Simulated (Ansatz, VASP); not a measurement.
## MnPdC6N6 in VASP and in Ansatz

File INCAR:

```
SYSTEM = MnPdC6N6
PREC     = Accurate       ! precision mode
ENCUT    = 520            ! plane-wave cutoff, eV
EDIFF    = 1E-7           ! SCF threshold, eV
ISMEAR   = 0              ! smearing method
SIGMA    = 0.1            ! smearing width, eV
LREAL    = .False.        ! projectors in reciprocal space
LASPH    = .True.         ! aspherical terms in the spheres
NELM     = 150            ! most SCF steps
ALGO     = Normal         ! electronic algorithm
ISIF     = 2              ! what is computed and relaxed
LWAVE    = .False.        ! write WAVECAR
LCHARG   = .True.         ! write CHGCAR
ISPIN    = 2              ! spin polarisation
MAGMOM   = 4 0 0 0 0 0 0 0 0 0 0 0 0 0 ! initial moments
LORBIT   = 11             ! projections on sites
LMAXMIX  = 4              ! l up to which the mixer works
GGA      = PE             ! functional
LELF     = .True.         ! ELF
LVHAR    = .True.       
NBANDS   = 56             ! bands
```

The input KPOINTS:

```
Automatic mesh
0
Gamma
  4 4 4
  0 0 0
```

The input POSCAR:

```
MnPdC6N6
1.0
    0.0000000000      5.1380000000      5.1380000000
    5.1380000000      0.0000000000      5.1380000000
    5.1380000000      5.1380000000      0.0000000000
Mn Pd C N
1 1 6 6
Direct
    0.0000000000      0.0000000000      0.0000000000
    0.5000000000      0.5000000000      0.5000000000
    0.8114052200      0.1885947800      0.1885947800
    0.1885947800      0.8114052200      0.1885947800
    0.1885947800      0.1885947800      0.8114052200
    0.1885947800      0.8114052200      0.8114052200
    0.8114052200      0.1885947800      0.8114052200
    0.8114052200      0.8114052200      0.1885947800
    0.6975476800      0.3024523200      0.3024523200
    0.3024523200      0.6975476800      0.3024523200
    0.3024523200      0.3024523200      0.6975476800
    0.3024523200      0.6975476800      0.6975476800
    0.6975476800      0.3024523200      0.6975476800
    0.6975476800      0.6975476800      0.3024523200
```

Input for Ansatz:

```yaml
crystal:
  lattice:
    - [0.0, 5.138, 5.138]
    - [5.138, 0.0, 5.138]
    - [5.138, 5.138, 0.0]
  atoms:
    - { symbol: Mn, position: [0.0, 0.0, 0.0], spin: 4.0 }
    - { symbol: Pd, position: [0.5, 0.5, 0.5] }
    - { symbol: C, position: [0.81140522, 0.18859478, 0.18859478] }
    - { symbol: C, position: [0.18859478, 0.81140522, 0.18859478] }
    - { symbol: C, position: [0.18859478, 0.18859478, 0.81140522] }
    - { symbol: C, position: [0.18859478, 0.81140522, 0.81140522] }
    - { symbol: C, position: [0.81140522, 0.18859478, 0.81140522] }
    - { symbol: C, position: [0.81140522, 0.81140522, 0.18859478] }
    - { symbol: "N", position: [0.69754768, 0.30245232, 0.30245232] }
    - { symbol: "N", position: [0.30245232, 0.69754768, 0.30245232] }
    - { symbol: "N", position: [0.30245232, 0.30245232, 0.69754768] }
    - { symbol: "N", position: [0.30245232, 0.69754768, 0.69754768] }
    - { symbol: "N", position: [0.69754768, 0.30245232, 0.69754768] }
    - { symbol: "N", position: [0.69754768, 0.69754768, 0.30245232] }
basis:
  ecutwfc: 420
kpoints:
  mp_grid: { grid: [4, 4, 4] }
hamiltonian:
  xc: pbe
scf:
  occupations: { method: gaussian, width: 0.1 }
  lower_state_search: "off"
output:
  forces: true
  stress: true
  eigenvalues: true
  populations: true
magnetization:
  spin_polarized: true
```

Alike in both runs: task single point; functional PBE; k mesh 4 × 4 × 4; occupations gaussian, width 0.1 eV; collinear spin.

|  | VASP | Ansatz |
| --- | --- | --- |
| version | VASP 6.6.1 | Ansatz 0.2.0 |
| potentials or method | VASP PAW PBE potentials, release 64 (Mn_pv, Pd, C, N), cutoff 520 eV | scalar-relativistic, plane waves, PAW |
| valence electrons in the cell | 77 | 87 |

Ansatz gave:

```
gap on the k mesh at the Fermi level (eV)                     : none
pressure (GPa)                                                : -0.3
rms of the force components (eV/Å)                            : 0.119
net moment per atom (μB)                                      : 0.15
size of the moment on the site where the two differ most (μB) : 0.32
```

**Question.** What did VASP give for the same quantities?

**Answer.** gap on the k mesh at the Fermi level (eV): none; pressure (GPa): -0.4; rms of the force components (eV/Å): 0.203; net moment per atom (μB): 0.09; size of the moment on the site where the two differ most (μB): 0.10.

Site moments also hang on the region over which each program counts them. Atom by atom the forces differ by 0.275 eV/Å (rms over components). A gap of «none» marks a metal or a gap that the smearing closes. One of these differences is far larger than is usual between the two programs; its cause wasn't traced. With one functional, cell and mesh, what is left measures potentials, basis and numerics. VASP's potentials hold 77 valence electrons a cell and Ansatz's 87, so a difference there can come from the potentials and not from the codes.

Noted on VASP's run: the standard files for N, O and F lose accuracy on very short bonds.
